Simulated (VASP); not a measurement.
# Be2Cd2O (I4/mmm) in VASP: a series of runs, part 2 of 2

VASP 6.6.1.

**5. Single point, PBE, collinear spin, ferromagnetic start**

This run uses another cell than the first one, of 21.53 Å³/atom.

INCAR reads:

```
SYSTEM = Be2Cd2O
PREC = Accurate
ENCUT = 520
EDIFF = 1E-6
ISMEAR = 0
SIGMA = 0.1
LREAL = .FALSE.
LASPH = .TRUE.
NELM = 150
ALGO = Normal
ISIF = 2
LWAVE = .FALSE.
LCHARG = .FALSE.
ISPIN = 2
MAGMOM = 0 0 0 0 1
LORBIT = 11
GGA = PE
NBANDS = 29
```

KPOINTS reads:

```
Automatic mesh
0
G
  6 6 6
  0 0 0
```

POSCAR reads:

```
Be2Cd2O
1.0
   -2.3608539738      2.3608539738      4.8295951749
    2.3608539738     -2.3608539738      4.8295951749
    2.3608539738      2.3608539738     -4.8295951749
Be Cd O
2 2 1
Direct
    0.1495234265      0.1495234265      0.0000000000
    0.8504765735      0.8504765735      0.0000000000
    0.7500000000      0.2500000000      0.5000000000
    0.2500000000      0.7500000000      0.5000000000
    0.0000000000      0.0000000000      0.0000000000
```

Potentials or basis: VASP PAW PBE potentials, release 64 (Be, Cd, O).

On the command line:

```console
cat potpaw_PBE.64/Be/POTCAR potpaw_PBE.64/Cd/POTCAR potpaw_PBE.64/O/POTCAR > POTCAR
mpirun -np 1 vasp_std > vasp.out
```

OUTCAR:

```text
SYSTEM = Be2Cd2O
   PREC = Accurate
   ENCUT = 520
   EDIFF = 1E-6
   ISMEAR = 0
   LREAL = .FALSE.
   LASPH = .TRUE.
   NELM = 150
   ISIF = 2
   ISPIN = 2
   LORBIT = 11
   GGA = PE

 ion  position               nearest neighbor table
   1  0.150  0.150  0.000-   5 1.44   4 2.55   3 2.55   3 2.55   4 2.55
   2  0.850  0.850  0.000-   5 1.44   4 2.55   3 2.55   3 2.55   4 2.55
   3  0.750  0.250  0.500-   2 2.55   1 2.55   2 2.55   1 2.55   4 3.34   4 3.34   4 3.34   4 3.34

   4  0.250  0.750  0.500-   2 2.55   1 2.55   2 2.55   1 2.55   3 3.34   3 3.34   3 3.34   3 3.34

   5  0.000  0.000  0.000-   1 1.44   2 1.44

  LATTYP: Found a body centered tetragonal cell.
 ALAT       =     4.7217079476
 C/A-ratio  =     2.0456983907

  Lattice vectors:

 A1 = (  -2.3608539738,   2.3608539738,   4.8295951749)
 A2 = (   2.3608539738,  -2.3608539738,   4.8295951749)
 A3 = (   2.3608539738,   2.3608539738,  -4.8295951749)

Analysis of symmetry for initial positions (statically):
=====================================================================
 Subroutine PRICEL returns:
 Original cell was already a primitive cell.

 Routine SETGRP: Setting up the symmetry group for a
 body centered tetragonal supercell.

 Subroutine GETGRP returns: Found 16 space group operations
 (whereof 16 operations were pure point group operations)
 out of a pool of 16 trial point group operations.

The static configuration has the point symmetry D_4h.

Analysis of symmetry for dynamics (positions and initial velocities):
=====================================================================
 Subroutine PRICEL returns:
 Original cell was already a primitive cell.

 Routine SETGRP: Setting up the symmetry group for a
 body centered tetragonal supercell.

 Subroutine GETGRP returns: Found 16 space group operations
 (whereof 16 operations were pure point group operations)
 out of a pool of 16 trial point group operations.

The dynamic configuration has the point symmetry D_4h.

Analysis of structural, dynamic, and magnetic symmetry:
[... 176 lines left out ...]

 k-point     1 :       0.0000    0.0000    0.0000
  band No.  band energies     occupation
      1     -18.2389      1.00000
      2      -8.3703      1.00000
      3      -8.1983      1.00000
      4      -8.1967      1.00000
      5      -8.0229      1.00000
      6      -8.0229      1.00000
[... 757 lines left out ...]
     28      11.6500      0.00000
     29      11.8589      0.00000

 [... further k-points ...]

 spin component 2

 k-point     1 :       0.0000    0.0000    0.0000
  band No.  band energies     occupation
      1     -18.2390      1.00000
      2      -8.3703      1.00000
      3      -8.1983      1.00000
      4      -8.1967      1.00000
      5      -8.0228      1.00000
      6      -8.0228      1.00000
[... 757 lines left out ...]
     28      11.6500      0.00000
     29      11.8589      0.00000

 [... further k-points ...]

------------------------ aborting loop because EDIFF is reached ----------------------------------------

  FORCE on cell =-STRESS in cart. coord.  units (eV):
  Direction    XX          YY          ZZ          XY          YZ          ZX
  --------------------------------------------------------------------------------------
  -------------------------------------------------------------------------------------
  Total        0.3018390      0.3018390      0.1136069      0.0000000      0.0000000      0.0000000
  in kB        4.4913508      4.4913508      1.6904650      0.0000000      0.0000000      0.0000000
  external PRESSURE =       3.5577222 kB  Pullay stress =       0.0000000 kB

 VOLUME and BASIS-vectors are now :
 -----------------------------------------------------------------------------
  energy-cutoff  :      520.00
  volume of cell :      107.67
      direct lattice vectors                 reciprocal lattice vectors
    -2.360853974  2.360853974  4.829595175     0.000000000  0.211787771  0.103528346
     2.360853974 -2.360853974  4.829595175     0.211787771  0.000000000  0.103528346
     2.360853974  2.360853974 -4.829595175     0.211787771  0.211787771  0.000000000

 POSITION                                       TOTAL-FORCE (eV/Angst)
 -----------------------------------------------------------------------------------
      0.00000      0.00000      1.44428        -0.000000     -0.000000     -0.003130
      0.00000      0.00000      8.21492         0.000000      0.000000      0.003130
     -0.00000      2.36085      2.41480         0.000000      0.000000     -0.000000
      2.36085     -0.00000      2.41480         0.000000      0.000000      0.000000
      0.00000      0.00000      0.00000         0.000000      0.000000      0.000000
 -----------------------------------------------------------------------------------
    total drift:                                0.000000     -0.000000      0.000000

  FREE ENERGIE OF THE ION-ELECTRON SYSTEM (eV)
  ---------------------------------------------------
  free  energy   TOTEN  =       -15.9081354447 eV

  energy  without entropy=      -15.9001096034  energy(sigma->0) =      -15.90412252

 total charge

# of ion       s       p       d       tot
------------------------------------------
    1        0.457   0.737   0.000   1.194
    2        0.457   0.737   0.000   1.194
    3        0.614   0.263   9.463  10.340
    4        0.614   0.263   9.463  10.340
    5        1.564   3.562   0.000   5.126
--------------------------------------------------
tot          3.707   5.561  18.926  28.194

 magnetization (x)

# of ion       s       p       d       tot
------------------------------------------
    1        0.000  -0.000   0.000  -0.000
    2        0.000  -0.000   0.000  -0.000
    3       -0.000  -0.000   0.000   0.000
    4       -0.000  -0.000   0.000   0.000
    5       -0.000  -0.000   0.000  -0.000
--------------------------------------------------
tot         -0.000  -0.000   0.000  -0.000
```

stdout:

```text
POSCAR found type information on POSCAR BeCdO
 POSCAR found :  3 types and       5 ions
 scaLAPACK will be used
 LDA part: xc-table for (Slater+PW92), standard interpolation
 POSCAR, INCAR and KPOINTS ok, starting setup
 FFT: planning ... GRIDC
 FFT: planning ... GRID_SOFT
 FFT: planning ... GRID
 WAVECAR not read
 entering main loop
```

It took 3.6 min on 1 thread of AMD EPYC 9R45 (Zen 5), shared host; peak memory 0.45 GiB.

What came out:

| Item | Value |
| --- | --- |
| Free energy | -15.9081 eV |
| Pressure | 0.4 GPa |
| Largest force | 0.003 eV/Å |
| Band gap on the k mesh | zero (filled and empty bands overlap) |
| Net moment | 0.00 μB per cell |
| Valence electrons inside the program's atomic spheres | Be 1.19; Cd 10.34; O 5.13 |

Forces on the atoms (eV/Å):
```
Be   0.000  0.000 -0.003
Be   0.000  0.000  0.003
Cd   0.000  0.000  0.000
Cd   0.000  0.000  0.000
O    0.000  0.000  0.000
```

**6. Overview**

```tsv
spin	cell	k mesh	gap on the mesh (eV)	pressure (GPa)	moment (μB)	largest force (eV/Å)
off	a = 5.507 Å, angles 138.5, 138.5, 60.1°, 5 atoms, atomic positions A	6 × 6 × 6	none	13.2	-	1.92
collinear, ferromagnetic start	a = 5.507 Å, angles 138.5, 138.5, 60.1°, 5 atoms, atomic positions A	6 × 6 × 6	none	13.2	0.00	1.92
off	a = 5.869 Å, angles 132.3, 132.3, 69.8°, 5 atoms, atomic positions B	12 × 12 × 12	none	0.0	-	0.03
collinear, ferromagnetic start	a = 5.871 Å, angles 132.6, 132.6, 69.3°, 5 atoms, atomic positions C	6 × 6 × 6	none	0.4	0.00	-
```

Alike in all rows: task single point; level PBE; potentials or basis VASP PAW PBE potentials, release 64 (Be, Cd, O); cutoff (eV) 520; smearing gaussian 0.1 eV.

Caveats: the stress differs along the axes, from 7 to 17 GPa (at least some runs); forces of over 1 eV/Å act on the atoms, so gaps and moduli don't describe the material at rest (at least some runs).

Absolute energies hang on the potentials; compare differences alone.
